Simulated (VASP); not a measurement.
A run of VASP 6.6.1:

Contents of INCAR:

```
SYSTEM = Rh
PREC = Accurate
ENCUT = 520
EDIFF = 1E-6
ISMEAR = 0
SIGMA = 0.15
LREAL = .FALSE.
LASPH = .TRUE.
NELM = 150
ALGO = Normal
ISIF = 2
LWAVE = .FALSE.
LCHARG = .FALSE.
ISPIN = 2
MAGMOM = 0.25 0.25
LORBIT = 11
NUPDOWN = 0.5
LMAXMIX = 4
NBANDS = 26
```

The input KPOINTS:

```
Automatic mesh
0
G
  21 21 12
  0 0 0
```

Contents of POSCAR:

```
Rh
1.0
    2.5588111912      0.0000000000      0.0000000000
   -1.2794055956      2.2159954951      0.0000000000
    0.0000000000      0.0000000000      4.1200539690
Rh
2
Direct
    0.6666666667      0.3333333333      0.7500000000
    0.3333333333      0.6666666667      0.2500000000
```

Potentials or basis: VASP PAW LDA potentials, release 64 (Rh_pv).

Launch:

```console
$ cat potpaw_LDA.64/Rh_pv/POTCAR > POTCAR
$ mpirun -np 1 vasp_std > vasp.out
```

Hardware: 1 thread of Intel(R) Xeon(R) Platinum 8559C (Emerald Rapids), on a shared host.

Question: How long does it take, and how much memory?

Answer: Run time: 4.2 min on 1 thread of Intel(R) Xeon(R) Platinum 8559C (Emerald Rapids), with other jobs on the host, peak memory 0.34 GiB. Counts: scf iterations 12, k points 336.
